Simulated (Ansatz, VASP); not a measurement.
## HfO2: VASP beside Ansatz

Contents of INCAR:

```
SYSTEM = HfO2
ALGO = Normal
EDIFF = 1E-6
ENCUT = 520
GGA = PS
ISIF = 2
ISMEAR = 0
LASPH = .TRUE.
LCHARG = .FALSE.
LREAL = .FALSE.
LWAVE = .FALSE.
NBANDS = 31
NELM = 60
PREC = Accurate
SIGMA = 0.01
```

KPOINTS

```
k-points
0
G
  4 4 6
  0 0 0
```

The input POSCAR:

```
HfO2
1.0
    4.7812264260      0.0000000000      0.0000000000
    0.0000000000      4.7812264260      0.0000000000
    0.0000000000      0.0000000000      3.1839019067
Hf O
2 4
Direct
    0.0000000000      0.0000000000      0.0000000000
    0.5000000000      0.5000000000      0.5000000000
    0.1949551200      0.8050448800      0.5000000000
    0.3050448800      0.3050448800      0.0000000000
    0.6949551200      0.6949551200      0.0000000000
    0.8050448800      0.1949551200      0.5000000000
```

Input for Ansatz:

```yaml
crystal:
  lattice:
    - [4.781226426047542, 0.0, 0.0]
    - [0.0, 4.781226426047542, 0.0]
    - [0.0, 0.0, 3.183901906684973]
  atoms:
    - { symbol: Hf, position: [0.0, 0.0, 0.0] }
    - { symbol: Hf, position: [0.5, 0.5, 0.5] }
    - { symbol: O, position: [0.19495512, 0.80504488, 0.5] }
    - { symbol: O, position: [0.30504488, 0.30504488, 0.0] }
    - { symbol: O, position: [0.69495512, 0.69495512, 0.0] }
    - { symbol: O, position: [0.80504488, 0.19495512, 0.5] }
basis:
  ecutwfc: 462.593566181796
kpoints:
  mp_grid:
    grid: [4, 4, 6]
hamiltonian:
  xc: pbesol
scf:
  occupations:
    method: fixed
output:
  stress: true
```

Alike in both runs: task single point; functional PBEsol; k mesh 4 × 4 × 6; no spin polarisation.

```csv
,VASP,Ansatz
version,VASP 6.6.1,Ansatz 0.2.0
potentials or method,"VASP PAW PBE potentials, release 64 (Hf_pv, O), cutoff 520 eV","plane waves, PAW"
occupations,"gaussian, width 0.01 eV",fixed
valence electrons in the cell,44,76
```

|  | VASP | Ansatz | Ansatz less VASP |
| --- | --- | --- | --- |
| pressure (GPa) | 4.0 | 6.9 | +2.82 |
| traceless stress, the component that is largest in VASP (GPa) | 0.40 | 0.85 | +0.445 |

VASP's potentials were made for PBE, not for PBEsol. VASP's potentials hold 44 valence electrons a cell and Ansatz's 76, so a difference there can come from the potentials and not from the codes.

Neither program's run includes spin-orbit coupling.
